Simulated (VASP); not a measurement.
Wanted: the native input for a VASP 6.6.1 run.

* Task: single point
* Functional: PBE
* Dispersion: D3(BJ)
* Potentials or basis: VASP PAW PBE potentials, release 64 (Si, H, Cl)
* Cutoff: 400 eV
* k mesh: 2 × 2 × 1
* Occupations: gaussian, width 0.05 eV
* Spin: no spin polarisation
* Dipole correction: yes
* Further INCAR settings: LREAL = Auto; ALGO = Normal; EDIFF = 1e-06; NBANDS = 86; NELMDL = -8

The structure of Si6HCl lies in POSCAR:

```
Si6HCl
1.0
    7.6671877233      0.0000000000      0.0000000000
    0.0000000000      7.6671877233      0.0000000000
    0.0000000000      0.0000000000     31.0057005398
Si H Cl
24 4 4
Direct
    0.4065111020      0.2500000000      0.3201669315
    0.4065111020      0.7500000000      0.3201669315
    0.0934888980      0.2500000000      0.3201669315
    0.0934888980      0.7500000000      0.3201669315
    0.5000000000      0.5000000000      0.3638808320
    0.5000000000      0.0000000000      0.3638808320
    0.0000000000      0.5000000000      0.3638808320
    0.0000000000      0.0000000000      0.3638808320
    0.7500000000      0.5000000000      0.4075947325
    0.7500000000      0.0000000000      0.4075947325
    0.2500000000      0.5000000000      0.4075947325
    0.2500000000      0.0000000000      0.4075947325
    0.7505463810      0.7500238020      0.4489418754
    0.7496783711      0.2499600277      0.4492812048
    0.2501269627      0.7500421335      0.4532149797
    0.2500711361      0.2499644961      0.4534727846
   -0.0084040877      0.7503542988      0.4951447839
   -0.0086258138      0.2501695987      0.4954583432
    0.5091275801      0.7500196472      0.4949263027
    0.5083927614      0.2495029471      0.4956911237
    0.9076724331     -0.0001859253      0.5341241958
    0.9071210318      0.5007918065      0.5339106459
    0.5932872200     -0.0013202598      0.5340845883
    0.5930352527      0.5007409841      0.5338670789
    0.9754986227     -0.0014272038      0.5796045843
    0.9730549439      0.5030470266      0.5794245221
    0.5263209629     -0.0056409728      0.5795117103
    0.5269335643      0.5045292492      0.5794884580
    0.5011937580      0.2500248021      0.2578629340
    0.5010240132      0.7499998321      0.2578503736
   -0.0010605733      0.2499868747      0.2578499113
   -0.0011725332      0.7499533655      0.2578666092
```

One way to write it, as run:

INCAR

```
PREC     = Accurate       # precision mode
ENCUT    = 400            # plane-wave cutoff, eV
EDIFF    = 1E-6           # SCF threshold, eV
ISMEAR   = 0              # smearing method
SIGMA    = 0.05           # smearing width, eV
LREAL    = Auto         
LASPH    = T              # aspherical terms in the spheres
NELM     = 120            # most SCF steps
ALGO     = Normal         # electronic algorithm
ISIF     = 2              # what is computed and relaxed
LWAVE    = F              # write WAVECAR
LCHARG   = F              # write CHGCAR
LDIPOL   = T            
IDIPOL   = 3            
DIPOL    = 0.5 0.5 0.426
GGA      = PE             # functional
IVDW     = 12             # dispersion correction
NBANDS   = 86             # bands
GGA_COMPAT= F            
NELMDL   = -8
```

KPOINTS

```
Automatic mesh
0
Gamma
  2 2 1
```

Potentials or basis: VASP PAW PBE potentials, release 64 (Si, H, Cl).

The run is started by

```bash
$ cat potpaw_PBE.64/Si/POTCAR potpaw_PBE.64/H/POTCAR potpaw_PBE.64/Cl/POTCAR > POTCAR
$ mpirun -np 1 vasp_std > vasp.out
```

Results of the run:

```yaml
Largest_force: 1.406 eV/Å
Band_gap_on_the_k_mesh: 0.78 eV
Dispersion_energy_per_atom: -0.205 eV
```

Wall time 37 min on 1 thread of Intel(R) Xeon(R) Platinum 8488C (Sapphire Rapids), with other jobs on the host, peak memory 1.1 GiB.
